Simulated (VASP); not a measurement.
A run of VASP 6.6.1 is set up as follows.

The input POSCAR:

```
SiC
1.0
    0.0196330134      2.1730733695      2.1730733695
    2.1730733695      0.0196330134      2.1730733695
    2.1730733695      2.1730733695      0.0196330134
Si C
1 1
Direct
    0.0004287372      0.0004287372      0.0004287372
    0.2495712628      0.2495712628      0.2495712628
```

File INCAR.step1:

```
SYSTEM = SiC
  ALGO = Normal
  EDIFF = 1E-5
  ENCUT = 520
  GGA = PE
  ISIF = 2
  ISMEAR = 0
  LASPH = .True.
  LCHARG = .False.
  LREAL = .False.
  LWAVE = .True.
  NBANDS = 11
  NELM = 100
  PREC = Accurate
  SIGMA = 0.01
```

The input INCAR.step2:

```
SYSTEM = SiC
  ALGO = Normal
  EDIFF = 1E-7
  ENCUT = 520
  GGA = PE
  HFSCREEN = 0.2079
  ISIF = 2
  ISMEAR = 0
  ISTART = 1
  LASPH = .True.
  LCHARG = .False.
  LHFCALC = .True.
  LREAL = .False.
  LWAVE = .False.
  NBANDS = 11
  NELM = 100
  PREC = Accurate
  PRECFOCK = Normal
  SIGMA = 0.01
```

The input KPOINTS:

```
k-points
0
Gamma
  8 8 8
  0 0 0
```

Potentials or basis: VASP PAW PBE potentials, release 64 (Si, C).

Command:

```console
$ cat potpaw_PBE.64/Si/POTCAR potpaw_PBE.64/C/POTCAR > POTCAR
$ cp INCAR.step1 INCAR
$ mpirun -np 1 vasp_std > vasp.out
$ cp INCAR.step2 INCAR
$ mpirun -np 1 vasp_std > vasp.out
```

(1) Estimate the pressure.

(2) What does it give for the largest force?

(3) What does it give for the band gap on the k mesh?

Results:

(1) 3.4 GPa.

(2) 0.003 eV/Å.

(3) 2.17 eV (least direct gap 5.67 eV).

Caveat: the cell differs from its parent crystal (epitaxial 111 strain -1.1%); the cell stands under pressure; the PAW data sets were made with another functional, which shifts forces and pressure a little.
